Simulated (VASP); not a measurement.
Write the native input for VASP 6.6.1 that does the following.

| Property | Result |
| --- | --- |
| Task | single point |
| Functional | r2SCAN |
| Potentials or basis | VASP PAW PBE potentials, release 64 (Mn_pv) |
| Cutoff | 520 eV |
| k mesh | 14 × 14 × 8 |
| Occupations | fermi-dirac, width 0.05 eV |
| Spin | collinear spin, antiferromagnetic start |
| Starting moments | [3.709, -3.709] μB |
| Dipole correction | no |
| Further INCAR settings | ALGO = Normal; EDIFF = 1e-06; NBANDS = 24 |

Mn:

```xyz
2
Lattice="2.9370 0.0000 0.0000 -1.4685 2.5436 0.0000 0.0000 0.0000 4.4432" Properties=species:S:1:pos:R:3 pbc="T T T"
Mn    0.0000    1.6957    1.1108
Mn    1.4685    0.8479    3.3324
```

This isn't the form of Mn at room conditions, which is a 58-atom cubic cell.

The input as run:

POSCAR

```
Mn
1.0
    2.9370417522      0.0000000000      0.0000000000
   -1.4685208761      2.5435527694      0.0000000000
    0.0000000000      0.0000000000      4.4432457361
Mn
2
Direct
    0.3333333333      0.6666666667      0.2500000000
    0.6666666667      0.3333333333      0.7500000000
```

INCAR.step1

```
ALGO = Normal
EDIFF = 1E-4
ENCUT = 520
GGA = PE
ISMEAR = -1
ISPIN = 2
LASPH = T
LCHARG = F
LMAXMIX = 4
LREAL = F
LWAVE = T
MAGMOM = 3.709 -3.709
NBANDS = 24
NELM = 150
PREC = Accurate
SIGMA = 0.05
```

INCAR.step2

```
ALGO = Normal
EDIFF = 1E-6
ENCUT = 520
ISIF = 2
ISMEAR = -1
ISPIN = 2
ISTART = 1
LASPH = T
LCHARG = F
LMAXMIX = 4
LMIXTAU = T
LORBIT = 11
LREAL = F
LWAVE = F
MAGMOM = 3.709 -3.709
METAGGA = R2SCAN
NBANDS = 24
NELM = 150
PREC = Accurate
SIGMA = 0.05
```

KPOINTS

```
k-points
0
Gamma
  14 14 8
```

Potentials or basis: VASP PAW PBE potentials, release 64 (Mn_pv).

The run is started by

```bash
$ cat potpaw_PBE.64/Mn_pv/POTCAR > POTCAR
$ cp INCAR.step1 INCAR
$ mpirun -np 1 vasp_std > vasp.out
$ cp INCAR.step2 INCAR
$ mpirun -np 1 vasp_std > vasp.out
```

It gave:

```
Pressure                                              : -5.4 GPa
Band gap on the k mesh                                : zero (filled and empty bands overlap)
Net moment                                            : 0.00 μB per cell
Site moments                                          : Mn +3.94, -3.94 μB
Valence electrons inside the program's atomic spheres : Mn 11.44
```

Caveat: the cell stands under tension; the antiferromagnetic order is the one typed at the start, and another may lie lower; the PAW data sets were made with another functional, which shifts forces and pressure a little.

Wall time 6.4 min on 1 thread of Intel(R) Xeon(R) Platinum 8488C (Sapphire Rapids), with other jobs on the host, peak memory 0.26 GiB.
